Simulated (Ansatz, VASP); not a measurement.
**One calculation of Al, two programs**

Contents of INCAR:

```
PREC = Accurate
ENCUT = 520
EDIFF = 1E-6
ISMEAR = 0
SIGMA = 0.15
LREAL = F
LASPH = T
NELM = 80
ALGO = Normal
ISIF = 2
LWAVE = F
LCHARG = F
NBANDS = 8
```

The input KPOINTS:

```
regular mesh
0
Gamma
  22 22 22
```

Contents of POSCAR:

```
Al
1.0
   -1.5690335184      1.5690335184      1.6907905194
    1.5690335184     -1.5690335184      1.6907905194
    1.5690335184      1.5690335184     -1.6907905194
Al
1
Direct
    0.0000000000      0.0000000000      0.0000000000
```

Input for Ansatz:

```yaml
crystal:
  lattice:
    - [-1.5690335184, 1.5690335184, 1.6907905194]
    - [1.5690335184, -1.5690335184, 1.6907905194]
    - [1.5690335184, 1.5690335184, -1.6907905194]
  atoms:
    - { symbol: Al, position: [0.0, 0.0, 0.0] }
basis:
  ecutwfc: 420
kpoints:
  mp_grid: { grid: [22, 22, 22] }
hamiltonian:
  xc: lda
scf:
  occupations: { method: gaussian, width: 0.15 }
output:
  forces: true
  stress: true
  eigenvalues: true
```

Alike in both runs: task single point; functional LDA; k mesh 22 × 22 × 22; occupations gaussian, width 0.15 eV; no spin polarisation.

```csv
,VASP,Ansatz
version,VASP 6.6.1,Ansatz 0.2.0
potentials or method,"VASP PAW LDA potentials, release 64 (Al), cutoff 520 eV","scalar-relativistic, plane waves, PAW"
valence electrons in the cell,3,3
```

Ansatz gave:

```
gap on the k mesh at the Fermi level (eV)                     : none
pressure (GPa)                                                : -2.0
traceless stress, the component that is largest in VASP (GPa) : 2.02
```

Question: Estimate VASP's values.

Answer: gap on the k mesh at the Fermi level (eV): none; pressure (GPa): -2.0; traceless stress, the component that is largest in VASP (GPa): 2.03.

LDA's correlation is that of Perdew and Zunger in VASP and of Perdew and Wang (1992) in Ansatz. A gap of «none» marks a metal or a gap that the smearing closes.
